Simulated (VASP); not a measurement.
BP: relaxation of the atoms with r2SCAN

Crystal: BP.

```xyz
2
Lattice="0.0000 2.2219 2.2219 2.2219 0.0000 2.2219 2.2219 2.2219 0.0000" Properties=species:S:1:pos:R:3 pbc="T T T"
B     0.0000    0.0000    0.0000
P     1.1109    1.1109    1.1109
```

```json
{"Program": "VASP 6.6.1", "Task": "relaxation of the atoms", "Functional": "r2SCAN", "Potentials or basis": "VASP PAW PBE potentials, release 64 (B, P)", "Cutoff": "520 eV", "k mesh": "10 × 10 × 10", "Occupations": "fermi-dirac, width 0.02 eV", "Spin": "no spin polarisation", "Dipole correction": "no", "Further INCAR settings": "ALGO = Normal; EDIFF = 1e-07; IBRION = 2; EDIFFG = -0.01; NSW = 50"}
```

```yaml
Pressure_after_relaxing: 11.2 GPa
Band_gap_on_the_k_mesh: 1.36 eV (least direct gap 3.74 eV)
```

Final structure:
```
B P
1.0
     0.00000    2.22188    2.22188
     2.22188    0.00000    2.22188
     2.22188    2.22188    0.00000
B P
1 1
Direct
  0.00000 0.00000 0.00000
  0.25000 0.25000 0.25000
```

Levels at points of the mesh, in eV from the valence-band top:
```csv
k point,band 1,band 2,band 3,band 4,band 5,band 6,band 7,band 8
"(0.00, 0.00, 0.00)",-16.85,0.00,0.00,0.00,3.74,3.74,3.74,9.04
"(0.50, 0.00, 0.00)",-13.11,-9.98,-1.94,-1.94,4.54,5.07,5.07,11.16
"(0.50, 0.50, 0.00)",-11.34,-9.47,-4.58,-4.58,1.41,1.86,13.69,13.69
```

Wall time 13 s on 1 thread of Intel(R) Xeon(R) 6975P-C (Granite Rapids), with other jobs on the host, peak memory 0.13 GiB.

Caveat: the relaxation stopped at its first step, so nothing moved; the PAW data sets were made with another functional, which shifts forces and pressure a little. r2SCAN opens gaps a little over a GGA but as a rule still falls short of measured ones.
